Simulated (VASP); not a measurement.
Write the native input for VASP 6.6.1 that does the following.

| Quantity | Value |
| --- | --- |
| Task | single point |
| Functional | PBEsol |
| Potentials or basis | VASP PAW PBE potentials, release 64 (Bi_d, Te) |
| Cutoff | 520 eV |
| k mesh | 7 × 7 × 7 |
| Occupations | fermi-dirac, width 0.08 eV |
| Spin | no spin polarisation |
| Dipole correction | no |
| Further INCAR settings | ALGO = Normal; EDIFF = 1e-07; NBANDS = 32 |

The structure of Bi2Te3 lies in POSCAR:

```
Bi2Te3
1.0
    2.2587905752      1.3041133466     10.1656700000
   -2.2587905752      1.3041133466     10.1656700000
    0.0000000000     -2.6082266932     10.1656700000
Bi Te
2 3
Direct
    0.4000000000      0.4000000000      0.4000000000
    0.6000000000      0.6000000000      0.6000000000
    0.0000000000      0.0000000000      0.0000000000
    0.2095000000      0.2095000000      0.2095000000
    0.7905000000      0.7905000000      0.7905000000
```

This cell differs from its parent crystal: equal xx and yy strain of +3 %.

The input as run:

INCAR

```
SYSTEM = Bi2Te3
PREC = Accurate
ENCUT = 520
EDIFF = 1E-7
ISMEAR = -1
SIGMA = 0.08
LREAL = .False.
LASPH = .True.
NELM = 60
ALGO = Normal
ISIF = 2
LWAVE = .False.
LCHARG = .False.
GGA = PS
NBANDS = 32
```

KPOINTS

```
Automatic mesh
0
Gamma
  7 7 7
  0 0 0
```

Potentials or basis: VASP PAW PBE potentials, release 64 (Bi_d, Te).

Launch:

```bash
$ cat potpaw_PBE.64/Bi_d/POTCAR potpaw_PBE.64/Te/POTCAR > POTCAR
$ mpirun -np 1 vasp_std > vasp.out
```

It gave:

- Pressure: -3.2 GPa
- Largest force: 0.359 eV/Å
- Band gap on the k mesh: 0.18 eV

Caveat: the cell differs from its parent crystal (equal xx and yy strain of +3 %); the cell stands under tension; the PAW data sets were made with another functional, which shifts forces and pressure a little; spin-orbit coupling is left out, which moves the levels of the heavy elements.

Run time: 14 min on 1 thread of AMD EPYC 9R45 96-Core Processor (Zen 5), with other jobs on the host, peak memory 0.98 GiB.
